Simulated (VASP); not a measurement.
# SnO (Fm-3m) in VASP: a series of runs, part 2 of 2

VASP 6.6.1.

### 4 Single point, PBE (volume changed by -3%)

File INCAR:

```
SYSTEM = SnO
PREC = Accurate
ENCUT = 520
EDIFF = 1E-6
ISMEAR = -1
SIGMA = 0.02
LREAL = .False.
LASPH = .True.
NELM = 100
ALGO = Normal
ISIF = 2
LWAVE = .False.
LCHARG = .True.
GGA = PE
LELF = .True.
LVHAR = .True.
NBANDS = 17
```

File KPOINTS:

```
Automatic mesh
0
Gamma
  8 8 8
  0 0 0
```

File POSCAR:

```
SnO
1.0
    0.0000000000      2.5329435184      2.5329435184
    2.5329435184      0.0000000000      2.5329435184
    2.5329435184      2.5329435184      0.0000000000
Sn O
1 1
Direct
    0.0000000000      0.0000000000      0.0000000000
    0.5000000000      0.5000000000      0.5000000000
```

Potentials or basis: VASP PAW PBE potentials, release 64 (Sn_d, O).

Started as:

```console
$ cat potpaw_PBE.64/Sn_d/POTCAR potpaw_PBE.64/O/POTCAR > POTCAR
$ mpirun -np 1 vasp_std > vasp.out
```

OUTCAR:

```text
SYSTEM = SnO
   PREC = Accurate
   ENCUT = 520
   EDIFF = 1E-6
   ISMEAR = -1
   LREAL = .False.
   LASPH = .True.
   NELM = 100
   ISIF = 2
   GGA = PE

 ion  position               nearest neighbor table
   1  0.000  0.000  0.000-   2 2.53   2 2.53   2 2.53   2 2.53   2 2.53   2 2.53
   2  0.500  0.500  0.500-   1 2.53   1 2.53   1 2.53   1 2.53   1 2.53   1 2.53

  LATTYP: Found a face centered cubic cell.
 ALAT       =     5.0658870368

  Lattice vectors:

 A1 = (   0.0000000000,   2.5329435184,   2.5329435184)
 A2 = (   2.5329435184,   0.0000000000,   2.5329435184)
 A3 = (   2.5329435184,   2.5329435184,   0.0000000000)

Analysis of symmetry for initial positions (statically):
=====================================================================
 Subroutine PRICEL returns:
 Original cell was already a primitive cell.

 Routine SETGRP: Setting up the symmetry group for a
 face centered cubic supercell.

 Subroutine GETGRP returns: Found 48 space group operations
[... 9 lines left out ...]

 Routine SETGRP: Setting up the symmetry group for a
 face centered cubic supercell.

 Subroutine GETGRP returns: Found 48 space group operations
[... 11 lines left out ...]
                                     Primitive cell

  volume of cell :      32.5017

  direct lattice vectors                    reciprocal lattice vectors
     0.000000000  2.532943518  2.532943518    -0.197398796  0.197398796  0.197398796
     2.532943518  0.000000000  2.532943518     0.197398796 -0.197398796  0.197398796
     2.532943518  2.532943518  0.000000000     0.197398796  0.197398796 -0.197398796

  length of vectors
     3.582123076  3.582123076  3.582123076     0.341904743  0.341904743  0.341904743

  position of ions in fractional coordinates (direct lattice)
     0.000000000  0.000000000  0.000000000
     0.500000000  0.500000000  0.500000000

  ion indices of the primitive-cell ions
   primitive index   ion index
                 1           1
                 2           2

----------------------------------------------------------------------------------------

 KPOINTS: Automatic mesh

Automatic generation of k-mesh.
 Grid dimensions read from file:
 generate k-points for:    8    8    8

 Generating k-lattice:

  Cartesian coordinates                     Fractional coordinates (reciprocal lattice)
    -0.024674849  0.024674849  0.024674849     0.125000000  0.000000000  0.000000000
     0.024674849 -0.024674849  0.024674849     0.000000000  0.125000000  0.000000000
     0.024674849  0.024674849 -0.024674849     0.000000000  0.000000000  0.125000000

  Length of vectors
     0.042738093  0.042738093  0.042738093

  Shift w.r.t. Gamma in fractional coordinates (k-lattice)
     0.000000000  0.000000000  0.000000000

 Subroutine IBZKPT returns following result:
 ===========================================

 Found     29 irreducible k-points:

 Following reciprocal coordinates:
            Coordinates               Weight
  0.000000  0.000000  0.000000      1.000000
  0.125000  0.000000  0.000000      8.000000
  0.250000  0.000000  0.000000      8.000000
  0.375000  0.000000  0.000000      8.000000
  0.500000  0.000000  0.000000      4.000000
  0.125000  0.125000  0.000000      6.000000
[... 16 lines left out ...]
  0.500000  0.250000  0.125000     48.000000
 -0.375000  0.250000  0.125000     24.000000
 [... further k-points ...]
   k-points           NKPTS =     29   k-points in BZ     NKDIM =     29   number of bands    NBANDS=     17
   number of dos      NEDOS =    301   number of ions     NIONS =      2
   total plane-waves  NPLWV =  21952
   dimension x,y,z NGX =    28 NGY =   28 NGZ =   28
   dimension x,y,z NGXF=    56 NGYF=   56 NGZF=   56
   ions per type =               1   1
   NGX,Y,Z   is equivalent  to a cutoff of  12.99, 12.99, 12.99 a.u.
   NGXF,Y,Z  is equivalent  to a cutoff of  25.99, 25.99, 25.99 a.u.
 SYSTEM =  SnO
   PREC   = accura    normal or accurate (medium, high low for compatibility)
   ISTART =      0    job   : 0-new  1-cont  2-samecut
   ICHARG =      2    charge: 1-file 2-atom 10-const
   ISPIN  =      1    spin polarized calculation?
   LNONCOLLINEAR =      F non collinear calculations
   LSORBIT =      F    spin-orbit coupling
   LASPH  =      T    aspherical Exc in radial PAW
   ENCUT  =  520.0 eV  38.22 Ry    6.18 a.u.   6.66  6.66  6.66*2*pi/ulx,y,z
   NELM   =    100;   NELMIN=  2; NELMDL= -5     # of ELM steps
   EDIFF  = 0.1E-05   stopping-criterion for ELM
   LREAL  =      F    real-space projection
[... 7 lines left out ...]
   TEBEG  =    0.0;   TEEND  =   0.0 temperature during run
   PSTRESS=    0.0 pullay stress
   NELECT =      20.0000    total number of electrons
   NUPDOWN=      -1.0000    fix difference up-down
   EMIN   =  10.00;   EMAX   =-10.00  energy-range for DOS
   EFERMI =   0.00;   METHOD = LEGACY
   ISMEAR =    -1;   SIGMA  =   0.02  broadening in eV -4-tet -1-fermi 0-gaus
   EFERMI_NEDOS =   21; number of points for ismear=-14 and -15
   IALGO  =     38    algorithm
   IMIX   =      4    mixing-type and parameters
     AMIX     =   0.40;   BMIX     =  1.00
     AMIX_MAG =   1.60;   BMIX_MAG =  1.00
  volume/ion in A,a.u.               =      16.25       109.67
  Fermi-wavevector in a.u.,A,eV,Ry     =   1.392460  2.631367 26.380938  1.938944
  Thomas-Fermi vector in A             =   2.516200
   LORBIT       =      0    0 simple, 1 ext, 2 COOP (PROOUT), +10 PAW based schemes
   GGA     = PE    functional components
   LHFCALC =     F    Hartree Fock is set to
   AEXX    =    0.0000 exact exchange contribution
   IVDW    =     0    specifies the selected vdW correction
   LEPSILON=     F    determine dielectric tensor
   LRPA    =     F    only Hartree local field effects (RPA)
 non-spin polarized calculation
  energy-cutoff  :      520.00
  volume of cell :       32.50
 maximum number of plane-waves:       893
   NGX = 13   NGY = 13   NGZ = 13

 number of electron      19.9999993 magnetization

 Free energy of the ion-electron system (eV)
  ---------------------------------------------------
  ext. energy  EPLUGINS =         0.00000000
  ---------------------------------------------------
  free energy    TOTEN  =       -10.47066309 eV

  energy without entropy =      -10.47066309  energy(sigma->0) =      -10.47066309

 E-fermi :   8.0653     XC(G=0): -10.8686

 val. band max:        7.6374754862   @ k =  -0.2500   0.2500   0.0000
 cond. band min:       8.5269722250   @ k =   0.5000   0.1250   0.0000
 fundamental gap:      0.8894967388
 Fermi energy:         8.0652926224

 k-point     1 :       0.0000    0.0000    0.0000
  band No.  band energies     occupation
      1     -13.6221      2.00000
      2     -13.6221      2.00000
      3     -13.6221      2.00000
      4     -13.5539      2.00000
      5     -13.5539      2.00000
      6     -10.8254      2.00000
[... 9 lines left out ...]
     16      18.0065      0.00000
     17      18.2480      0.00000

 k-point     2 :       0.1250    0.0000    0.0000
  band No.  band energies     occupation
      1     -13.6213      2.00000
      2     -13.6154      2.00000
      3     -13.6154      2.00000
      4     -13.5559      2.00000
      5     -13.5559      2.00000
      6     -10.7392      2.00000
[... 9 lines left out ...]
     16      18.6231      0.00000
     17      21.0265      0.00000

 k-point     3 :       0.2500    0.0000    0.0000
  band No.  band energies     occupation
      1     -13.6200      2.00000
      2     -13.6080      2.00000
      3     -13.6080      2.00000
      4     -13.5518      2.00000
      5     -13.5518      2.00000
      6     -10.5205      2.00000
[... 392 lines left out ...]
 k-point    23 :       0.5000    0.2500    0.1250
  band No.  band energies     occupation
      1     -13.6615      2.00000
      2     -13.6169      2.00000
      3     -13.5846      2.00000
      4     -13.5634      2.00000
      5     -13.5337      2.00000
      6     -10.0639      2.00000
[... 9 lines left out ...]
     16      22.4800      0.00000
     17      24.4056      0.00000

 k-point    24 :      -0.3750    0.2500    0.1250
  band No.  band energies     occupation
      1     -13.6722      2.00000
      2     -13.6090      2.00000
      3     -13.5755      2.00000
      4     -13.5739      2.00000
      5     -13.5298      2.00000
      6      -9.9657      2.00000
[... 9 lines left out ...]
     16      22.9961      0.00000
     17      25.0321      0.00000

 [... further k-points ...]

------------------------ aborting loop because EDIFF is reached ----------------------------------------

  FORCE on cell =-STRESS in cart. coord.  units (eV):
  Direction    XX          YY          ZZ          XY          YZ          ZX
  --------------------------------------------------------------------------------------
  -------------------------------------------------------------------------------------
  Total        0.5760722      0.5760722      0.5760722      0.0000000      0.0000000      0.0000000
  in kB       28.3975597     28.3975597     28.3975597      0.0000000      0.0000000      0.0000000
  external PRESSURE =      28.3975597 kB  Pullay stress =       0.0000000 kB

 VOLUME and BASIS-vectors are now :
 -----------------------------------------------------------------------------
  energy-cutoff  :      520.00
  volume of cell :       32.50
      direct lattice vectors                 reciprocal lattice vectors
     0.000000000  2.532943518  2.532943518    -0.197398796  0.197398796  0.197398796
     2.532943518  0.000000000  2.532943518     0.197398796 -0.197398796  0.197398796
     2.532943518  2.532943518  0.000000000     0.197398796  0.197398796 -0.197398796

 POSITION                                       TOTAL-FORCE (eV/Angst)
 -----------------------------------------------------------------------------------
      0.00000      0.00000      0.00000        -0.000000      0.000000     -0.000000
      2.53294      2.53294      2.53294         0.000000     -0.000000      0.000000
 -----------------------------------------------------------------------------------
    total drift:                                0.000000      0.000000      0.000000

  FREE ENERGIE OF THE ION-ELECTRON SYSTEM (eV)
  ---------------------------------------------------
  free  energy   TOTEN  =       -10.4706630854 eV

  energy  without entropy=      -10.4706630854  energy(sigma->0) =      -10.47066309
```

Run time: 9.1 s. Hardware: 1 thread of Intel Xeon 6975P-C (Granite Rapids), shared host; peak memory 0.16 GiB.

What came out:

| Quantity | Value |
| --- | --- |
| Free energy | -10.4707 eV |
| Pressure | 2.8 GPa |
| Band gap on the k mesh | 0.89 eV, indirect (least direct gap 0.96 eV) |

Levels at points of the mesh, in eV from the valence-band top:
```csv
k point,band 8,band 9,band 10,band 11,band 12,band 13
"(0.00, 0.00, 0.00)",-3.06,-3.06,-3.06,8.06,8.06,8.06
"(0.50, 0.00, 0.00)",-2.85,-2.85,-0.53,1.06,4.63,4.63
"(0.50, 0.50, 0.00)",-4.36,-4.16,-4.16,3.84,5.41,6.15
```

Caveat: the cell differs from its parent crystal (volume changed by -3%); spin-orbit coupling is left out, which moves the levels of the heavy elements.

### 5 Single point, PBE

This run uses another cell than the first one, of 16.75 Å³/atom, 1.064 times its volume.

INCAR, as its differences from that of step 4:

```diff
@@ -3,3 +3,3 @@
 ENCUT = 520
-EDIFF = 1E-6
+EDIFF = 1E-7
 ISMEAR = -1
@@ -8,3 +8,3 @@
 LASPH = .True.
-NELM = 100
+NELM = 80
 ALGO = Normal
```

File KPOINTS:

```
regular mesh
0
Gamma
  8 8 8
  0 0 0
```

File POSCAR:

```
SnO
1.0
    0.0000000000      2.5587916661      2.5587916661
    2.5587916661      0.0000000000      2.5587916661
    2.5587916661      2.5587916661      0.0000000000
Sn O
1 1
Direct
    0.0000000000      0.0000000000      0.0000000000
    0.5000000000      0.5000000000      0.5000000000
```

Started as:

```console
$ cat potpaw_PBE.64/Sn_d/POTCAR potpaw_PBE.64/O/POTCAR > POTCAR
$ mpirun -np 1 vasp_std > vasp.out
```

It took 9.6 s on 1 thread of Intel Xeon 6975P-C (Granite Rapids), shared host; peak memory 0.16 GiB.

It converged, with:

```
Free energy            : -10.4802 eV
Pressure               : -0.1 GPa
Band gap on the k mesh : 0.89 eV, indirect (least direct gap 0.93 eV)
```

Levels at points of the mesh, in eV from the valence-band top:
```tsv
k point	band 8	band 9	band 10	band 11	band 12	band 13
(0.00, 0.00, 0.00)	-2.86	-2.86	-2.86	7.85	7.85	7.85
(0.50, 0.00, 0.00)	-2.67	-2.67	-0.44	1.00	4.58	4.58
(0.50, 0.50, 0.00)	-4.37	-3.93	-3.93	3.82	5.49	6.04
```

Caveat: spin-orbit coupling is left out, which moves the levels of the heavy elements. PBE gaps usually lie below the measured ones, often by a third to a half.

### 6 Single point, PBE (volume changed by +3%)

File INCAR:

```
ALGO     = Normal         # electronic algorithm
EDIFF    = 1E-7           # SCF threshold, eV
ENCUT    = 520            # plane-wave cutoff, eV
GGA      = PE             # functional
ISIF     = 2              # what is computed and relaxed
ISMEAR   = -1             # smearing method
LASPH    = True           # aspherical terms in the spheres
LCHARG   = False          # write CHGCAR
LREAL    = False          # projectors in reciprocal space
LWAVE    = False          # write WAVECAR
NBANDS   = 17             # bands
NELM     = 80             # most SCF steps
PREC     = Accurate       # precision mode
SIGMA    = 0.02           # smearing width, eV
```

File KPOINTS:

```
k-points
0
Gamma
  8 8 8
```

File POSCAR:

```
SnO
1.0
    0.0000000000      2.5841278848      2.5841278848
    2.5841278848      0.0000000000      2.5841278848
    2.5841278848      2.5841278848      0.0000000000
Sn O
1 1
Direct
    0.0000000000      0.0000000000      0.0000000000
    0.5000000000      0.5000000000      0.5000000000
```

Potentials or basis: VASP PAW PBE potentials, release 64 (Sn_d, O).

Started as:

```console
$ cat potpaw_PBE.64/Sn_d/POTCAR potpaw_PBE.64/O/POTCAR > POTCAR
$ mpirun -np 1 vasp_std > vasp.out
```

Wall time 8.8 s (1 thread of Intel Xeon 6975P-C (Granite Rapids), shared host); peak memory 0.16 GiB.

The run converged. Its results:

- Free energy: -10.4724 eV
- Pressure: -2.6 GPa
- Band gap on the k mesh: 0.89 eV, indirect (least direct gap 0.92 eV)

Levels at points of the mesh, in eV from the valence-band top:
```csv
k point,band 8,band 9,band 10,band 11,band 12,band 13
"(0.00, 0.00, 0.00)",-2.67,-2.67,-2.67,7.65,7.65,7.65
"(0.50, 0.00, 0.00)",-2.50,-2.50,-0.36,0.94,4.54,4.54
"(0.50, 0.50, 0.00)",-4.38,-3.71,-3.71,3.80,5.57,5.93
```

Caveat: the cell differs from its parent crystal (volume changed by +3%); spin-orbit coupling is left out, which moves the levels of the heavy elements. A k mesh can miss the band edges.

### 7 Overview

| cell | gap on the mesh (eV) | pressure (GPa) |
| --- | --- | --- |
| a = 3.545 Å, angles 60.0°, 2 atoms | 0.90 | 6.4 |
| a = 3.588 Å, angles 60.0°, 2 atoms | 0.89 | 2.3 |
| a = 3.582 Å, angles 60.0°, 2 atoms | 0.89 | 2.8 |
| a = 3.619 Å, angles 60.0°, 2 atoms | 0.89 | -0.1 |
| a = 3.655 Å, angles 60.0°, 2 atoms | 0.89 | -2.6 |

Alike in all rows: task single point; level PBE; potentials or basis VASP PAW PBE potentials, release 64 (Sn_d, O); no spin polarisation; k mesh 8 × 8 × 8; cutoff (eV) 520; smearing fermi-dirac 0.02 eV.

Caveats: spin-orbit coupling is left out, which moves the levels of the heavy elements.

Total energies depend on the potentials used, so only differences within one code and one set of settings carry meaning.
